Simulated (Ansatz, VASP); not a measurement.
AlGa3N4 in VASP and in Ansatz

```
Al Ga N
1.0
     4.42675    0.05157    0.05157
     0.05157    4.42675    0.05157
     0.05157    0.05157    4.42675
Al Ga N
1 3 4
Cartesian
  0.0000 0.0000 0.0000
  2.2392 2.2392 0.0516
  2.2392 0.0516 2.2392
  0.0516 2.2392 2.2392
  3.3929 3.3929 1.1633
  3.3929 1.1633 3.3929
  1.1633 3.3929 3.3929
  1.1107 1.1107 1.1107
```

Change from the starting cell: equal engineering shear yz, xz and xy +0.0233, equal normal strain along x, y and z +0.0000.

Alike in both runs: task single point; functional LDA; k mesh 6 × 6 × 6; occupations gaussian, width 0.05 eV; no spin polarisation.

|  | VASP | Ansatz |
| --- | --- | --- |
| version | VASP 6.6.1 | Ansatz 0.2.0 |
| potentials or method | VASP PAW LDA potentials, release 64 (Al, Ga_d, N), cutoff 520 eV | scalar-relativistic, plane waves, PAW |
| valence electrons in the cell | 62 | 62 |

|  | VASP | Ansatz | Ansatz less VASP |
| --- | --- | --- | --- |
| gap on the k mesh at the Fermi level (eV) | 2.49 | 2.48 | -0.008 |
| least direct gap on the mesh (eV) | 2.49 | 2.48 | -0.008 |
| pressure (GPa) | 1.5 | 0.4 | -1.03 |
| traceless stress, the component that is largest in VASP (GPa) | -4.85 | -4.77 | +0.080 |
| rms of the force components (eV/Å) | 0.192 | 0.183 | -0.0095 |

Ansatz warns that its potentials were made for another functional, while VASP's fit it. LDA's correlation is that of Perdew and Zunger in VASP and of Perdew and Wang (1992) in Ansatz. Atom by atom the forces differ by 0.015 eV/Å (rms over components).
